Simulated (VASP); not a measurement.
# GaAs (P-6m2) in VASP: notebook

GaAs is run at these levels: PBE, HSE06; tasks: single point.

Program: VASP 6.6.1. These are calculated values, not measurements. Logs are shortened: lines on timing, memory, paths and dates and some standing lists are left out, and cuts for length are marked.

**1. The cell of the first run**

It takes space group P-6m2 (No. 187, hexagonal). The conventional cell has a = 3.606 Å, b = 3.606 Å, c = 3.573 Å, α = 90.00°, β = 90.00°, γ = 120.00°. Ga (site symmetry -6m2) has 6 As at 2.74 Å and 2 Ga at 3.57 Å within 3.6 Å. As (site symmetry -6m2) has 6 Ga at 2.74 Å and 2 As at 3.57 Å within 3.6 Å.

**2. Single point, PBE**

Contents of INCAR:

```
ALGO = Normal
EDIFF = 1E-7
ENCUT = 520
GGA = PE
ISIF = 2
ISMEAR = -1
LASPH = True
LCHARG = False
LREAL = False
LWAVE = False
NBANDS = 16
NELM = 100
PREC = Accurate
SIGMA = 0.03
```

Contents of KPOINTS:

```
k-points
0
Gamma
  5 5 5
```

Contents of POSCAR:

```
GaAs
1.0
    3.6064012100      0.0000000000      0.0000000000
   -1.8032006000      3.1232350600      0.0000000000
    0.0000000000      0.0000000000      3.5731941600
Ga As
1 1
Direct
    0.3333333300      0.6666666700      0.5000000000
    0.0000000000      0.0000000000      0.0000000000
```

Potentials or basis: VASP PAW PBE potentials, release 64 (Ga_d, As).

Command:

```console
$ cat potpaw_PBE.64/Ga_d/POTCAR potpaw_PBE.64/As/POTCAR > POTCAR
$ mpirun -np 1 vasp_std > vasp.out
```

OUTCAR:

```text
EDIFF = 1E-7
   ENCUT = 520
   GGA = PE
   ISIF = 2
   ISMEAR = -1
   LASPH = True
   LREAL = False
   NELM = 100
   PREC = Accurate

 ion  position               nearest neighbor table
   1  0.333  0.667  0.500-   2 2.74   2 2.74   2 2.74   2 2.74   2 2.74   2 2.74
   2  0.000  0.000  0.000-   1 2.74   1 2.74   1 2.74   1 2.74   1 2.74   1 2.74

  LATTYP: Found a hexagonal cell.
 ALAT       =     3.6064012100
 C/A-ratio  =     0.9907921920

  Lattice vectors:

 A1 = (   3.6064012100,   0.0000000000,   0.0000000000)
 A2 = (  -1.8032006000,   3.1232350600,   0.0000000000)
 A3 = (   0.0000000000,   0.0000000000,   3.5731941600)

Analysis of symmetry for initial positions (statically):
=====================================================================
 Subroutine PRICEL returns:
 Original cell was already a primitive cell.

 Routine SETGRP: Setting up the symmetry group for a
 hexagonal supercell.

 Subroutine GETGRP returns: Found 12 space group operations
 (whereof 12 operations were pure point group operations)
 out of a pool of 24 trial point group operations.

The static configuration has the point symmetry D_3h.

Analysis of symmetry for dynamics (positions and initial velocities):
=====================================================================
 Subroutine PRICEL returns:
 Original cell was already a primitive cell.

 Routine SETGRP: Setting up the symmetry group for a
 hexagonal supercell.

 Subroutine GETGRP returns: Found 12 space group operations
 (whereof 12 operations were pure point group operations)
 out of a pool of 24 trial point group operations.

The dynamic configuration has the point symmetry D_3h.

 Subroutine INISYM returns: Found 12 space group operations
 (whereof 12 operations are pure point group operations),
 and found     1 'primitive' translations

----------------------------------------------------------------------------------------

                                     Primitive cell

  volume of cell :      40.2472

  direct lattice vectors                    reciprocal lattice vectors
     3.606401210  0.000000000  0.000000000     0.277284734  0.160090416  0.000000000
    -1.803200600  3.123235060  0.000000000     0.000000000  0.320180832  0.000000000
     0.000000000  0.000000000  3.573194160     0.000000000  0.000000000  0.279861646

  length of vectors
     3.606401210  3.606401204  3.573194160     0.320180831  0.320180832  0.279861646

  position of ions in fractional coordinates (direct lattice)
     0.333333330  0.666666670  0.500000000
     0.000000000  0.000000000  0.000000000

  ion indices of the primitive-cell ions
   primitive index   ion index
                 1           1
                 2           2

----------------------------------------------------------------------------------------

 KPOINTS: k-points

Automatic generation of k-mesh.
 Grid dimensions read from file:
 generate k-points for:    5    5    5

 Generating k-lattice:

  Cartesian coordinates                     Fractional coordinates (reciprocal lattice)
     0.055456947  0.032018083  0.000000000     0.200000000  0.000000000  0.000000000
     0.000000000  0.064036166  0.000000000     0.000000000  0.200000000  0.000000000
     0.000000000  0.000000000  0.055972329     0.000000000  0.000000000  0.200000000

  Length of vectors
     0.064036166  0.064036166  0.055972329

  Shift w.r.t. Gamma in fractional coordinates (k-lattice)
     0.000000000  0.000000000  0.000000000

 Subroutine IBZKPT returns following result:
 ===========================================

 Found     15 irreducible k-points:

 Following reciprocal coordinates:
            Coordinates               Weight
  0.000000  0.000000  0.000000      1.000000
  0.200000 -0.000000  0.000000      6.000000
  0.400000 -0.000000  0.000000      6.000000
  0.200000  0.200000  0.000000      6.000000
  0.400000  0.200000  0.000000      6.000000
  0.000000  0.000000  0.200000      2.000000
  0.200000 -0.000000  0.200000     12.000000
  0.400000 -0.000000  0.200000     12.000000
  0.200000  0.200000  0.200000     12.000000
  0.400000  0.200000  0.200000     12.000000
  0.000000  0.000000  0.400000      2.000000
  0.200000 -0.000000  0.400000     12.000000
  0.400000 -0.000000  0.400000     12.000000
  0.200000  0.200000  0.400000     12.000000
  0.400000  0.200000  0.400000     12.000000
   k-points           NKPTS =     15   k-points in BZ     NKDIM =     15   number of bands    NBANDS=     16
   number of dos      NEDOS =    301   number of ions     NIONS =      2
   total plane-waves  NPLWV =  21952
   dimension x,y,z NGX =    28 NGY =   28 NGZ =   28
   dimension x,y,z NGXF=    56 NGYF=   56 NGZF=   56
   ions per type =               1   1
   NGX,Y,Z   is equivalent  to a cutoff of  12.91, 12.91, 13.03 a.u.
   NGXF,Y,Z  is equivalent  to a cutoff of  25.81, 25.81, 26.05 a.u.
 SYSTEM =  unknown system
   PREC   = accura    normal or accurate (medium, high low for compatibility)
   ISTART =      0    job   : 0-new  1-cont  2-samecut
   ICHARG =      2    charge: 1-file 2-atom 10-const
   ISPIN  =      1    spin polarized calculation?
   LNONCOLLINEAR =      F non collinear calculations
   LSORBIT =      F    spin-orbit coupling
   LASPH  =      T    aspherical Exc in radial PAW
   ENCUT  =  520.0 eV  38.22 Ry    6.18 a.u.   6.71  6.71  6.64*2*pi/ulx,y,z
   NELM   =    100;   NELMIN=  2; NELMDL= -5     # of ELM steps
   EDIFF  = 0.1E-06   stopping-criterion for ELM
   LREAL  =      F    real-space projection
   EDIFFG = 0.1E-05   stopping-criterion for IOM
   NSW    =      0    number of steps for IOM
   IBRION =     -1    ionic relax: 0-MD 1-quasi-New 2-CG
   NFREE  =      0    steps in history (QN), initial steepest desc. (CG)
   ISIF   =      2    stress and relaxation
   ISYM   =      2    0-nonsym 1-usesym 2-fastsym
   POTIM  = 0.5000    time-step for ionic-motion
   TEBEG  =    0.0;   TEEND  =   0.0 temperature during run
   PSTRESS=    0.0 pullay stress
   NELECT =      18.0000    total number of electrons
   NUPDOWN=      -1.0000    fix difference up-down
   EMIN   =  10.00;   EMAX   =-10.00  energy-range for DOS
   EFERMI =   0.00;   METHOD = LEGACY
   ISMEAR =    -1;   SIGMA  =   0.03  broadening in eV -4-tet -1-fermi 0-gaus
   EFERMI_NEDOS =   21; number of points for ismear=-14 and -15
   IALGO  =     38    algorithm
   IMIX   =      4    mixing-type and parameters
     AMIX     =   0.40;   BMIX     =  1.00
     AMIX_MAG =   1.60;   BMIX_MAG =  1.00
  volume/ion in A,a.u.               =      20.12       135.80
  Fermi-wavevector in a.u.,A,eV,Ry     =   1.251951  2.365844 21.325507  1.567381
  Thomas-Fermi vector in A             =   2.385874
   LORBIT       =      0    0 simple, 1 ext, 2 COOP (PROOUT), +10 PAW based schemes
   GGA     = PE    functional components
   LHFCALC =     F    Hartree Fock is set to
   AEXX    =    0.0000 exact exchange contribution
   IVDW    =     0    specifies the selected vdW correction
   LEPSILON=     F    determine dielectric tensor
   LRPA    =     F    only Hartree local field effects (RPA)
 non-spin polarized calculation
  energy-cutoff  :      520.00
  volume of cell :       40.25
 maximum number of plane-waves:      1105
 NGX is ok and might be reduce to    28
   NGX = 13   NGY = 13   NGZ = 13

 number of electron      18.0000006 magnetization

 Free energy of the ion-electron system (eV)
  ---------------------------------------------------
  ext. energy  EPLUGINS =         0.00000000
  ---------------------------------------------------
  free energy    TOTEN  =        -7.38742584 eV

  energy without entropy =       -7.38188724  energy(sigma->0) =       -7.38465654

 E-fermi :   5.2963     XC(G=0): -10.4781

 val. band max:        5.2817587639   @ k =   0.4000  -0.0000   0.4000
 cond. band min:       5.3268955921   @ k =   0.4000  -0.0000   0.0000
 fundamental gap:      0.0451368283
 Fermi energy:         5.2962601706

 k-point     1 :       0.0000    0.0000    0.0000
  band No.  band energies     occupation
      1      -9.7364      2.00000
      2      -9.7302      2.00000
      3      -9.7302      2.00000
      4      -9.6779      2.00000
      5      -9.6779      2.00000
      6      -7.9347      2.00000
[... 8 lines left out ...]
     15      15.5787      0.00000
     16      18.8846      0.00000

 k-point     2 :       0.2000   -0.0000    0.0000
  band No.  band energies     occupation
      1      -9.7468      2.00000
      2      -9.7250      2.00000
      3      -9.7107      2.00000
      4      -9.6914      2.00000
      5      -9.6802      2.00000
      6      -7.4193      2.00000
[... 8 lines left out ...]
     15      15.5232      0.00000
     16      18.0607      0.00000

 k-point     3 :       0.4000   -0.0000    0.0000
  band No.  band energies     occupation
      1      -9.7701      2.00000
      2      -9.7127      2.00000
      3      -9.7083      2.00000
      4      -9.6839      2.00000
      5      -9.6787      2.00000
      6      -6.1533      2.00000
[... 8 lines left out ...]
     15      17.8395      0.00000
     16      18.0079      0.00000

 k-point     4 :       0.2000    0.2000    0.0000
  band No.  band energies     occupation
      1      -9.7540      2.00000
      2      -9.7155      2.00000
      3      -9.7056      2.00000
      4      -9.6930      2.00000
      5      -9.6863      2.00000
      6      -6.4943      2.00000
[... 8 lines left out ...]
     15      14.7745      0.00000
     16      15.8679      0.00000
[... 153 lines left out ...]
 k-point    13 :       0.4000   -0.0000    0.4000
  band No.  band energies     occupation
      1      -9.8014      2.00000
      2      -9.7452      2.00000
      3      -9.7146      2.00000
      4      -9.6757      2.00000
      5      -9.6435      2.00000
      6      -4.9212      2.00000
[... 8 lines left out ...]
     15      18.6901      0.00000
     16      19.6446      0.00000

 k-point    14 :       0.2000    0.2000    0.4000
  band No.  band energies     occupation
      1      -9.7852      2.00000
      2      -9.7308      2.00000
      3      -9.7188      2.00000
      4      -9.6937      2.00000
      5      -9.6474      2.00000
      6      -5.2065      2.00000
[... 8 lines left out ...]
     15      16.7212      0.00000
     16      18.3076      0.00000

 k-point    15 :       0.4000    0.2000    0.4000
  band No.  band energies     occupation
      1      -9.8032      2.00000
      2      -9.7322      2.00000
      3      -9.7274      2.00000
      4      -9.6841      2.00000
      5      -9.6405      2.00000
      6      -4.4531      2.00000
[... 8 lines left out ...]
     15      18.5043      0.00000
     16      19.8013      0.00000

------------------------ aborting loop because EDIFF is reached ----------------------------------------

  FORCE on cell =-STRESS in cart. coord.  units (eV):
  Direction    XX          YY          ZZ          XY          YZ          ZX
  --------------------------------------------------------------------------------------
  -------------------------------------------------------------------------------------
  Total        0.8353621      0.8353621     -2.0992672      0.0000000      0.0000000      0.0000000
  in kB       33.2544682     33.2544681    -83.5685724      0.0000001      0.0000000      0.0000000
  external PRESSURE =      -5.6865454 kB  Pullay stress =       0.0000000 kB

 VOLUME and BASIS-vectors are now :
 -----------------------------------------------------------------------------
  energy-cutoff  :      520.00
  volume of cell :       40.25
      direct lattice vectors                 reciprocal lattice vectors
     3.606401210  0.000000000  0.000000000     0.277284734  0.160090416  0.000000000
    -1.803200600  3.123235060  0.000000000     0.000000000  0.320180832  0.000000000
     0.000000000  0.000000000  3.573194160     0.000000000  0.000000000  0.279861646

 POSITION                                       TOTAL-FORCE (eV/Angst)
 -----------------------------------------------------------------------------------
     -0.00000      2.08216      1.78660         0.000000     -0.000000      0.000000
      0.00000      0.00000      0.00000        -0.000000      0.000000      0.000000
 -----------------------------------------------------------------------------------
    total drift:                                0.000008     -0.000004      0.000000

  FREE ENERGIE OF THE ION-ELECTRON SYSTEM (eV)
  ---------------------------------------------------
  free  energy   TOTEN  =        -7.3874258350 eV

  energy  without entropy=       -7.3818872411  energy(sigma->0) =       -7.38465654
```

Run time: 9.5 s. Hardware: 1 thread of Intel Xeon Platinum 8488C (Sapphire Rapids), shared host; peak memory 0.15 GiB.

What came out:

- Free energy: -7.3874 eV
- Pressure: -0.6 GPa
- Band gap on the k mesh: zero (band 9 reaches 6.64 eV, above the bottom of band 10 at 3.24 eV)

Caveat: the k points lie up to 0.40 Å⁻¹ apart.

[end of part 1 of 2]
